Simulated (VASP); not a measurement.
# Pt (Fm-3m) in VASP: further runs, part 2 of 2

VASP 6.6.1.

**3. Single point, PBEsol**

This run uses another cell than the first one, of 15.04 Å³/atom, 0.883 times its volume.

File INCAR:

```
SYSTEM = Pt
ALGO = Normal
EDIFF = 1E-6
ENCUT = 520
GGA = PS
ISIF = 2
ISMEAR = 0
LASPH = .True.
LCHARG = .False.
LREAL = .False.
LWAVE = .False.
NBANDS = 11
NELM = 100
PREC = Accurate
SIGMA = 0.1
```

File KPOINTS:

```
k-points
0
Gamma
  18 18 18
  0 0 0
```

File POSCAR:

```
Pt
1.0
    0.0000000000      1.9590305190      1.9590305190
    1.9590305190      0.0000000000      1.9590305190
    1.9590305190      1.9590305190      0.0000000000
Pt
1
Direct
    0.0000000000      0.0000000000      0.0000000000
```

Potentials or basis: VASP PAW PBE potentials, release 64 (Pt).

Run with:

```console
$ cat potpaw_PBE.64/Pt/POTCAR > POTCAR
$ mpirun -np 1 vasp_std > vasp.out
```

OUTCAR:

```text
SYSTEM = Pt
   EDIFF = 1E-6
   ENCUT = 520
   GGA = PS
   ISIF = 2
   ISMEAR = 0
   LASPH = .True.
   LREAL = .False.
   NELM = 100
   PREC = Accurate

 ion  position               nearest neighbor table
   1  0.000  0.000  0.000-

  LATTYP: Found a face centered cubic cell.
 ALAT       =     3.9180610380

  Lattice vectors:

 A1 = (   0.0000000000,   1.9590305190,   1.9590305190)
 A2 = (   1.9590305190,   0.0000000000,   1.9590305190)
 A3 = (   1.9590305190,   1.9590305190,   0.0000000000)

Analysis of symmetry for initial positions (statically):
=====================================================================
 Subroutine PRICEL returns:
 Original cell was already a primitive cell.

 Routine SETGRP: Setting up the symmetry group for a
 face centered cubic supercell.

 Subroutine GETGRP returns: Found 48 space group operations
 (whereof 48 operations were pure point group operations)
 out of a pool of 48 trial point group operations.

The static configuration has the point symmetry O_h .

[... 164 lines left out ...]
 Fermi energy:        11.1546484556

 k-point     1 :       0.0000    0.0000    0.0000
  band No.  band energies     occupation
      1       0.8238      2.00000
      2       7.3280      2.00000
      3       7.3280      2.00000
      4       7.3280      2.00000
      5       9.5167      2.00000
      6       9.5167      2.00000
      7      25.7695      0.00000
      8      30.7432      0.00000
      9      30.7432      0.00000
     10      30.7432      0.00000
     11      36.0528      0.00000
[... 309 lines left out ...]
 k-point    24 :      -0.2222    0.0556    0.0000
  band No.  band energies     occupation
      1       2.8792      2.00000
      2       6.8241      2.00000
      3       7.7247      2.00000
      4       7.7937      2.00000
      5       9.3152      2.00000
      6      10.0022      2.00000
      7      24.8110      0.00000
      8      27.6894      0.00000
      9      32.2113      0.00000
     10      33.6218      0.00000
     11      34.8798      0.00000

 [... further k-points ...]

------------------------ aborting loop because EDIFF is reached ----------------------------------------

  FORCE on cell =-STRESS in cart. coord.  units (eV):
  Direction    XX          YY          ZZ          XY          YZ          ZX
  --------------------------------------------------------------------------------------
  -------------------------------------------------------------------------------------
  Total       -0.0400178     -0.0400178     -0.0400178      0.0000000      0.0000000      0.0000000
  in kB       -4.2639261     -4.2639261     -4.2639261      0.0000000      0.0000000      0.0000000
  external PRESSURE =      -4.2639261 kB  Pullay stress =       0.0000000 kB

 VOLUME and BASIS-vectors are now :
 -----------------------------------------------------------------------------
  energy-cutoff  :      520.00
  volume of cell :       15.04
      direct lattice vectors                 reciprocal lattice vectors
     0.000000000  1.959030519  1.959030519    -0.255228285  0.255228285  0.255228285
     1.959030519  0.000000000  1.959030519     0.255228285 -0.255228285  0.255228285
     1.959030519  1.959030519  0.000000000     0.255228285  0.255228285 -0.255228285

 POSITION                                       TOTAL-FORCE (eV/Angst)
 -----------------------------------------------------------------------------------
      0.00000      0.00000      0.00000         0.000000      0.000000     -0.000000
 -----------------------------------------------------------------------------------
    total drift:                               -0.000000      0.000000     -0.000000

  FREE ENERGIE OF THE ION-ELECTRON SYSTEM (eV)
  ---------------------------------------------------
  free  energy   TOTEN  =        -6.9654936020 eV

  energy  without entropy=       -6.9548514474  energy(sigma->0) =       -6.96017252
```

stdout:

```text
POSCAR found type information on POSCAR Pt
 POSCAR found :  1 types and       1 ions
 scaLAPACK will be used
 -----------------------------------------------------------------------------
|                                                                             |
|                                                                             |
|     You enforced a specific xc type in the INCAR file but a different       |
|     I HOPE YOU KNOW WHAT YOU ARE DOING!                                     |
|                                                                             |
 -----------------------------------------------------------------------------

 LDA part: xc-table for (Slater+PW92), standard interpolation
 POSCAR, INCAR and KPOINTS ok, starting setup
 FFT: planning ... GRIDC
 FFT: planning ... GRID_SOFT
 FFT: planning ... GRID
 WAVECAR not read
 entering main loop
```

Run time: 10 s. Hardware: 1 thread of Intel Xeon 6975P-C (Granite Rapids), shared host; peak memory 0.16 GiB.

What came out:

```
Free energy            : -6.9655 eV
Pressure               : -0.4 GPa
Band gap on the k mesh : zero (band 5 reaches 11.65 eV, above the bottom of band 6 at 9.41 eV)
```

Caveat: the PAW data sets were made with another functional, which shifts forces and pressure a little; spin-orbit coupling is left out, which moves the levels of the heavy elements.

**4. Relaxation of cell and atoms, PBEsol**

This run uses another cell than the first one, of 15.01 Å³/atom, 0.882 times its volume.

File INCAR:

```
  PREC = Accurate
  ENCUT = 600
  EDIFF = 1E-6
  ISMEAR = 0
  SIGMA = 0.1
  LREAL = F
  LASPH = T
  NELM = 60
  ALGO = Fast
  ISIF = 3
  LWAVE = F
  LCHARG = F
  GGA = PS
  IBRION = 2
  NSW = 80
  EDIFFG = -0.01
```

File KPOINTS:

```
Automatic mesh
0
Gamma
  18 18 18
```

File POSCAR:

```
Pt
1.0
    0.0000000000      1.9578849164      1.9578849164
    1.9578849164      0.0000000000      1.9578849164
    1.9578849164      1.9578849164      0.0000000000
Pt
1
Direct
    0.0000000000      0.0000000000      0.0000000000
```

Run with:

```console
$ cat potpaw_PBE.64/Pt/POTCAR > POTCAR
$ mpirun -np 1 vasp_std > vasp.out
```

It took 18 s on 1 thread of Intel Xeon 6975P-C (Granite Rapids), shared host; peak memory 0.17 GiB.

It converged, with:

* Free energy: -6.9655 eV
* Relaxed volume: 15.02 Å³/atom
* Relaxed cell: a = 2.769 Å, b = 2.769 Å, c = 2.769 Å, α = 60.00°, β = 60.00°, γ = 60.00°
* Space group after relaxing (to 0.05 Å): Fm-3m (No. 225)
* Energy gained by relaxing: 0.0 meV/atom
* Ionic steps: 3
* Pressure after relaxing: 0.0 GPa
* Band gap on the k mesh: zero (band 5 reaches 11.67 eV, above the bottom of band 6 at 9.43 eV)

Final structure:
```yaml
crystal:
  lattice:
    - [0.00000, 1.95828, 1.95828]
    - [1.95828, 0.00000, 1.95828]
    - [1.95828, 1.95828, 0.00000]
  atoms:
    - { symbol: Pt, position: [0.00000, 0.00000, 0.00000] }
```

Levels at points of the mesh, in eV from the Fermi level:
```tsv
k point	band 1	band 2	band 3	band 4	band 5	band 6	band 7	band 8	band 9
(0.00, 0.00, 0.00)	-10.34	-3.83	-3.83	-3.83	-1.64	-1.64	14.61	19.59	19.59
(0.50, 0.00, 0.00)	-7.42	-3.89	-3.89	-0.57	0.04	0.04	5.83	14.17	18.97
(0.50, 0.50, 0.00)	-7.16	-6.69	0.02	0.49	0.49	1.70	8.87	11.35	11.35
```

Caveat: the PAW data sets were made with another functional, which shifts forces and pressure a little; spin-orbit coupling is left out, which moves the levels of the heavy elements.

**5. The runs side by side**

```csv
task,cell,k mesh,cutoff (eV),gap on the mesh (eV),pressure (GPa),relaxed volume (Å³/atom)
relaxation of cell and atoms,"relaxed from a = 2.888 Å, angles 60.0°, 1 atom",8 × 8 × 8,600,none,0.0,14.99
single point,"a = 2.770 Å, angles 60.0°, 1 atom",18 × 18 × 18,520,none,-0.4,-
relaxation of cell and atoms,"relaxed from a = 2.769 Å, angles 60.0°, 1 atom",18 × 18 × 18,600,none,0.0,15.02
```

Alike in all rows: level PBEsol; potentials or basis VASP PAW PBE potentials, release 64 (Pt); no spin polarisation; smearing gaussian 0.1 eV.

Caveats: the PAW data sets were made with another functional, which shifts forces and pressure a little; spin-orbit coupling is left out, which moves the levels of the heavy elements.

Absolute energies hang on the potentials; compare differences alone.
